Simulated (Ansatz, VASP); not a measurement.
# One calculation of AlN, two programs

```
Al N
1.0
     3.22380    0.00000    0.00000
    -1.61190    2.79189    0.00000
     0.00000    0.00000    5.01696
Al N
2 2
Cartesian
  0.0000 1.8613 0.0087
  1.6119 0.9306 2.5172
  0.0000 1.8613 1.9229
  1.6119 0.9306 4.4313
```

Alike in both runs: task relaxation of the atoms; functional PBE; k mesh 9 × 9 × 6; occupations gaussian, width 0.05 eV; no spin polarisation.

|  | VASP | Ansatz |
| --- | --- | --- |
| version | VASP 6.6.1 | Ansatz 0.2.0 |
| potentials or method | VASP PAW PBE potentials, release 64 (Al, N), cutoff 520 eV | scalar-relativistic, plane waves, PAW |
| valence electrons in the cell | 16 | 16 |

|  | VASP | Ansatz | Ansatz less VASP |
| --- | --- | --- | --- |
| gap on the k mesh at the Fermi level, each at its own relaxed structure (eV) | 3.41 | 3.41 | -0.002 |

Ansatz's warnings: stress scf threshold loose.
